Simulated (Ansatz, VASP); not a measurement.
Two plane-wave programs on GaAs4

```
Ga As
1.0
     5.61340    0.00000    0.00000
    -2.80670    4.86135    0.00000
     0.00000    0.00000    5.15505
Ga As
1 4
Cartesian
  0.0000 0.0000 0.0000
  2.8067 0.0000 2.5775
  -1.4034 2.4307 2.5775
  1.4034 2.4307 2.5775
  0.0000 0.0000 2.5775
```

Alike in both runs: functional PBE; k mesh 12 × 12 × 8; occupations gaussian, width 0.1 eV; no spin polarisation.

Ansatz relaxed the structure, and its values are those at the end. VASP's run is a single point on that final structure, the one shown.

|  | VASP | Ansatz |
| --- | --- | --- |
| version | VASP 6.6.1 | Ansatz 0.2.0 |
| potentials or method | VASP PAW PBE potentials, release 64 (Ga_d, As), cutoff 520 eV | scalar-relativistic, plane waves, PAW |
| valence electrons in the cell | 33 | 73 |

```tsv
	VASP	Ansatz	Ansatz less VASP
gap on the k mesh at the Fermi level (eV)	none	none	-
pressure (GPa)	0.1	0.0	-0.09
```

A gap of «none» marks a metal or a gap that the smearing closes. VASP's potentials hold 33 valence electrons a cell and Ansatz's 73, so a difference there can come from the potentials and not from the codes.
